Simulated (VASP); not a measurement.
# Ag3F (P6_3/mmc) in VASP: single point with PBE

Aim: the single point of Ag3F with PBE.

All numbers are computed with VASP 6.6.1; they aren't measurements. Logs are shortened: lines on timing, memory, paths and dates and some standing lists are left out, and cuts for length are marked.

## 1. The cell of the first run

The structure is hexagonal, space group P6_3/mmc (No. 194). The conventional cell has a = 5.809 Å, b = 5.809 Å, c = 4.576 Å, α = 90.00°, β = 90.00°, γ = 120.00°. Ag (site symmetry mm2) has 4 F at 2.83 to 2.90 Å and 8 Ag at 2.84 to 2.92 Å within 3.7 Å. F (site symmetry -6m2) has 12 Ag at 2.83 to 2.90 Å within 3.7 Å.

## 2. Single point, PBE

File INCAR:

```
SYSTEM = Ag3F
PREC = Accurate ; ENCUT = 520
EDIFF = 1E-6 ; ISMEAR = 0
SIGMA = 0.1 ; LREAL = .FALSE.
LASPH = .TRUE. ; NELM = 100
ALGO = Normal ; ISIF = 2
LWAVE = .FALSE. ; LCHARG = .TRUE.
GGA = PE ; LELF = .TRUE.
LVHAR = .TRUE. ; NBANDS = 50
```

File KPOINTS:

```
Automatic mesh
0
G
  6 6 4
  0 0 0
```

File POSCAR:

```
Ag3F
1.0
    5.8094883503      0.0000000000      0.0000000000
   -2.9047441752      5.0311644944      0.0000000000
    0.0000000000      0.0000000000      4.5763350000
Ag F
6 2
Direct
    0.3346690000      0.1673345000      0.7500000000
    0.8326655000      0.1673345000      0.7500000000
    0.8326655000      0.6653310000      0.7500000000
    0.6653310000      0.8326655000      0.2500000000
    0.1673345000      0.8326655000      0.2500000000
    0.1673345000      0.3346690000      0.2500000000
    0.6666666700      0.3333333300      0.2500000000
    0.3333333300      0.6666666700      0.7500000000
```

Potentials or basis: VASP PAW PBE potentials, release 64 (Ag, F).

Run with:

```console
> cat potpaw_PBE.64/Ag/POTCAR potpaw_PBE.64/F/POTCAR > POTCAR
> mpirun -np 1 vasp_std > vasp.out
```

OUTCAR:

```text
SYSTEM = Ag3F
   PREC = Accurate
   ENCUT = 520
   EDIFF = 1E-6
   ISMEAR = 0
   LREAL = .FALSE.
   LASPH = .TRUE.
   NELM = 100
   ISIF = 2
   GGA = PE

 ion  position               nearest neighbor table
   1  0.335  0.167  0.750-   6 2.84   6 2.84   5 2.84   5 2.84   2 2.89   3 2.89   2 2.92   3 2.92

   2  0.833  0.167  0.750-   6 2.84   6 2.84   4 2.84   4 2.84   1 2.89   3 2.89   1 2.92   3 2.92

   3  0.833  0.665  0.750-   5 2.84   5 2.84   4 2.84   4 2.84   1 2.89   2 2.89   1 2.92   2 2.92

   4  0.665  0.833  0.250-   3 2.84   3 2.84   2 2.84   2 2.84   5 2.89   6 2.89   5 2.92   6 2.92

   5  0.167  0.833  0.250-   3 2.84   3 2.84   1 2.84   1 2.84   4 2.89   6 2.89   4 2.92   6 2.92

   6  0.167  0.335  0.250-   2 2.84   2 2.84   1 2.84   1 2.84   4 2.89   5 2.89   4 2.92   5 2.92

   7  0.667  0.333  0.250-
   8  0.333  0.667  0.750-

  LATTYP: Found a hexagonal cell.
 ALAT       =     5.8094883503
 C/A-ratio  =     0.7877346031

  Lattice vectors:

 A1 = (   5.8094883503,   0.0000000000,   0.0000000000)
 A2 = (  -2.9047441752,   5.0311644944,   0.0000000000)
 A3 = (   0.0000000000,   0.0000000000,   4.5763350000)

Analysis of symmetry for initial positions (statically):
=====================================================================
 Subroutine PRICEL returns:
 Original cell was already a primitive cell.

 Routine SETGRP: Setting up the symmetry group for a
 hexagonal supercell.

 Subroutine GETGRP returns: Found 24 space group operations
 (whereof 12 operations were pure point group operations)
 out of a pool of 24 trial point group operations.

The static configuration has the point symmetry D_3d.
 The point group associated with its full space group is D_6h.

Analysis of symmetry for dynamics (positions and initial velocities):
=====================================================================
 Subroutine PRICEL returns:
 Original cell was already a primitive cell.

 Routine SETGRP: Setting up the symmetry group for a
 hexagonal supercell.

 Subroutine GETGRP returns: Found 24 space group operations
 (whereof 12 operations were pure point group operations)
 out of a pool of 24 trial point group operations.

The dynamic configuration has the point symmetry D_3d.
 The point group associated with its full space group is D_6h.

 Subroutine INISYM returns: Found 24 space group operations
 (whereof 12 operations are pure point group operations),
 and found     1 'primitive' translations

----------------------------------------------------------------------------------------

                                     Primitive cell

  volume of cell :     133.7594

  direct lattice vectors                    reciprocal lattice vectors
     5.809488350  0.000000000  0.000000000     0.172132198  0.099380571  0.000000000
    -2.904744175  5.031164494  0.000000000     0.000000000  0.198761142  0.000000000
     0.000000000  0.000000000  4.576335000     0.000000000  0.000000000  0.218515471

  length of vectors
     5.809488350  5.809488350  4.576335000     0.198761142  0.198761142  0.218515471

  position of ions in fractional coordinates (direct lattice)
     0.334669000  0.167334500  0.750000000
     0.832665500  0.167334500  0.750000000
     0.832665500  0.665331000  0.750000000
     0.665331000  0.832665500  0.250000000
     0.167334500  0.832665500  0.250000000
     0.167334500  0.334669000  0.250000000
     0.666666670  0.333333330  0.250000000
     0.333333330  0.666666670  0.750000000

  ion indices of the primitive-cell ions
   primitive index   ion index
                 1           1
                 2           2
                 3           3
                 4           4
                 5           5
                 6           6
                 7           7
                 8           8

----------------------------------------------------------------------------------------

 KPOINTS: Automatic mesh

Automatic generation of k-mesh.
 Grid dimensions read from file:
 generate k-points for:    6    6    4

 Generating k-lattice:

  Cartesian coordinates                     Fractional coordinates (reciprocal lattice)
     0.028688700  0.016563428  0.000000000     0.166666667 -0.000000000  0.000000000
     0.000000000  0.033126857  0.000000000     0.000000000  0.166666667  0.000000000
     0.000000000  0.000000000  0.054628868     0.000000000  0.000000000  0.250000000

  Length of vectors
     0.033126857  0.033126857  0.054628868

  Shift w.r.t. Gamma in fractional coordinates (k-lattice)
     0.000000000  0.000000000  0.000000000

 Subroutine IBZKPT returns following result:
 ===========================================

 Found     21 irreducible k-points:

 Following reciprocal coordinates:
            Coordinates               Weight
  0.000000  0.000000  0.000000      1.000000
  0.166667  0.000000  0.000000      6.000000
  0.333333  0.000000  0.000000      6.000000
  0.500000 -0.000000  0.000000      3.000000
  0.166667  0.166667  0.000000      6.000000
  0.333333  0.166667  0.000000     12.000000
[... 13 lines left out ...]
  0.333333  0.166667  0.500000     12.000000
  0.333333  0.333333  0.500000      2.000000
   k-points           NKPTS =     21   k-points in BZ     NKDIM =     21   number of bands    NBANDS=     50
   number of dos      NEDOS =    301   number of ions     NIONS =      8
   total plane-waves  NPLWV =  82944
   dimension x,y,z NGX =    48 NGY =   48 NGZ =   36
   dimension x,y,z NGXF=    96 NGYF=   96 NGZF=   72
   ions per type =               6   2
   NGX,Y,Z   is equivalent  to a cutoff of  13.74, 13.74, 13.08 a.u.
   NGXF,Y,Z  is equivalent  to a cutoff of  27.47, 27.47, 26.16 a.u.
 SYSTEM =  Ag3F
   PREC   = accura    normal or accurate (medium, high low for compatibility)
   ISTART =      0    job   : 0-new  1-cont  2-samecut
   ICHARG =      2    charge: 1-file 2-atom 10-const
   ISPIN  =      1    spin polarized calculation?
   LNONCOLLINEAR =      F non collinear calculations
   LSORBIT =      F    spin-orbit coupling
   LASPH  =      T    aspherical Exc in radial PAW
   ENCUT  =  520.0 eV  38.22 Ry    6.18 a.u.  10.80 10.80  8.51*2*pi/ulx,y,z
   NELM   =    100;   NELMIN=  2; NELMDL= -5     # of ELM steps
   EDIFF  = 0.1E-05   stopping-criterion for ELM
   LREAL  =      F    real-space projection
   EDIFFG = 0.1E-04   stopping-criterion for IOM
   NSW    =      0    number of steps for IOM
   IBRION =     -1    ionic relax: 0-MD 1-quasi-New 2-CG
   NFREE  =      0    steps in history (QN), initial steepest desc. (CG)
   ISIF   =      2    stress and relaxation
   ISYM   =      2    0-nonsym 1-usesym 2-fastsym
   POTIM  = 0.5000    time-step for ionic-motion
   TEBEG  =    0.0;   TEEND  =   0.0 temperature during run
   PSTRESS=    0.0 pullay stress
   NELECT =      80.0000    total number of electrons
   NUPDOWN=      -1.0000    fix difference up-down
   EMIN   =  10.00;   EMAX   =-10.00  energy-range for DOS
   EFERMI =   0.00;   METHOD = LEGACY
   ISMEAR =     0;   SIGMA  =   0.10  broadening in eV -4-tet -1-fermi 0-gaus
   EFERMI_NEDOS =   21; number of points for ismear=-14 and -15
   IALGO  =     38    algorithm
   IMIX   =      4    mixing-type and parameters
     AMIX     =   0.40;   BMIX     =  1.00
     AMIX_MAG =   1.60;   BMIX_MAG =  1.00
  volume/ion in A,a.u.               =      16.72       112.83
  Fermi-wavevector in a.u.,A,eV,Ry     =   1.379315  2.606527 25.885214  1.902510
  Thomas-Fermi vector in A             =   2.504296
   LORBIT       =      0    0 simple, 1 ext, 2 COOP (PROOUT), +10 PAW based schemes
   GGA     = PE    functional components
   LHFCALC =     F    Hartree Fock is set to
   AEXX    =    0.0000 exact exchange contribution
   IVDW    =     0    specifies the selected vdW correction
   LEPSILON=     F    determine dielectric tensor
   LRPA    =     F    only Hartree local field effects (RPA)
 non-spin polarized calculation
 Gauss-broadening in eV      SIGMA  =   0.10
  energy-cutoff  :      520.00
  volume of cell :      133.76
 maximum number of plane-waves:      3653
 NGX is ok and might be reduce to    48
   NGX = 21   NGY = 21   NGZ = 17

 number of electron      79.9999979 magnetization

 Free energy of the ion-electron system (eV)
  ---------------------------------------------------
  ext. energy  EPLUGINS =         0.00000000
  ---------------------------------------------------
  free energy    TOTEN  =       -22.53058125 eV

  energy without entropy =      -22.52774602  energy(sigma->0) =      -22.52916363

 E-fermi :   5.8913     XC(G=0): -11.2889

 val. band max:        5.8853262545   @ k =   0.1667   0.0000   0.0000
 cond. band min:       6.1900632449   @ k =   0.3333   0.1667   0.2500
 fundamental gap:      0.3047369904
 Fermi energy:         5.8912559049

 k-point     1 :       0.0000    0.0000    0.0000
  band No.  band energies     occupation
      1     -16.3054      2.00000
      2     -16.2705      2.00000
      3      -0.1047      2.00000
      4       0.0697      2.00000
      5       0.5262      2.00000
      6       0.6327      2.00000
[... 42 lines left out ...]
     49      13.7299      0.00000
     50      15.1874      0.00000

 k-point     2 :       0.1667    0.0000    0.0000
  band No.  band energies     occupation
      1     -16.3023      2.00000
      2     -16.2712      2.00000
      3      -0.0278      2.00000
      4       0.1382      2.00000
      5       0.4731      2.00000
      6       0.5931      2.00000
[... 42 lines left out ...]
     49      13.5131      0.00000
     50      14.5036      0.00000

 k-point     3 :       0.3333    0.0000    0.0000
  band No.  band energies     occupation
      1     -16.2951      2.00000
      2     -16.2746      2.00000
      3      -0.0476      2.00000
      4       0.3264      2.00000
      5       0.4843      2.00000
      6       0.5643      2.00000
[... 943 lines left out ...]
     49      15.2119      0.00000
     50      15.2119      0.00000

 k-point    21 :       0.3333    0.3333    0.5000
  band No.  band energies     occupation
      1     -16.2790      2.00000
      2     -16.2790      2.00000
      3       0.3132      2.00000
      4       0.3132      2.00000
      5       0.6924      2.00000
      6       0.6924      2.00000
[... 42 lines left out ...]
     49      14.4006      0.00000
     50      14.4006      0.00000

------------------------ aborting loop because EDIFF is reached ----------------------------------------

  FORCE on cell =-STRESS in cart. coord.  units (eV):
  Direction    XX          YY          ZZ          XY          YZ          ZX
  --------------------------------------------------------------------------------------
  -------------------------------------------------------------------------------------
  Total       -0.3319843     -0.3319843     -1.0540623      0.0000000      0.0000000      0.0000000
  in kB       -3.9765265     -3.9765265    -12.6256177      0.0000000      0.0000000      0.0000000
  external PRESSURE =      -6.8595569 kB  Pullay stress =       0.0000000 kB

 VOLUME and BASIS-vectors are now :
 -----------------------------------------------------------------------------
  energy-cutoff  :      520.00
  volume of cell :      133.76
      direct lattice vectors                 reciprocal lattice vectors
     5.809488350  0.000000000  0.000000000     0.172132198  0.099380571  0.000000000
    -2.904744175  5.031164494  0.000000000     0.000000000  0.198761142  0.000000000
     0.000000000  0.000000000  4.576335000     0.000000000  0.000000000  0.218515471

 POSITION                                       TOTAL-FORCE (eV/Angst)
 -----------------------------------------------------------------------------------
      1.45819      0.84189      3.43225        -0.007149     -0.004127     -0.000000
      4.35130      0.84189      3.43225         0.007149     -0.004127      0.000000
      2.90474      3.34739      3.43225        -0.000000      0.008254      0.000000
      1.44655      4.18928      1.14408         0.007149      0.004127      0.000000
     -1.44655      4.18928      1.14408        -0.007149      0.004127     -0.000000
     -0.00000      1.68377      1.14408         0.000000     -0.008254     -0.000000
      2.90474      1.67705      1.14408         0.000000     -0.000000      0.000000
     -0.00000      3.35411      3.43225         0.000000      0.000000      0.000000
 -----------------------------------------------------------------------------------
    total drift:                               -0.000027      0.000016      0.000000

  FREE ENERGIE OF THE ION-ELECTRON SYSTEM (eV)
  ---------------------------------------------------
  free  energy   TOTEN  =       -22.5305812505 eV

  energy  without entropy=      -22.5277460154  energy(sigma->0) =      -22.52916363
```

Wall time 83 s (1 thread of Intel Xeon 6975P-C (Granite Rapids), shared host); peak memory 0.33 GiB.

Results:

```
Free energy            : -22.5306 eV
Pressure               : -0.7 GPa
Largest force          : 0.008 eV/Å
Band gap on the k mesh : zero (band 40 reaches 6.94 eV, above the bottom of band 41 at 4.70 eV)
```

Forces on the atoms (eV/Å):
```
Ag  -0.007 -0.004  0.000
Ag   0.007 -0.004  0.000
Ag   0.000  0.008  0.000
Ag   0.007  0.004  0.000
Ag  -0.007  0.004  0.000
Ag   0.000 -0.008  0.000
F    0.000  0.000  0.000
F    0.000  0.000  0.000
```
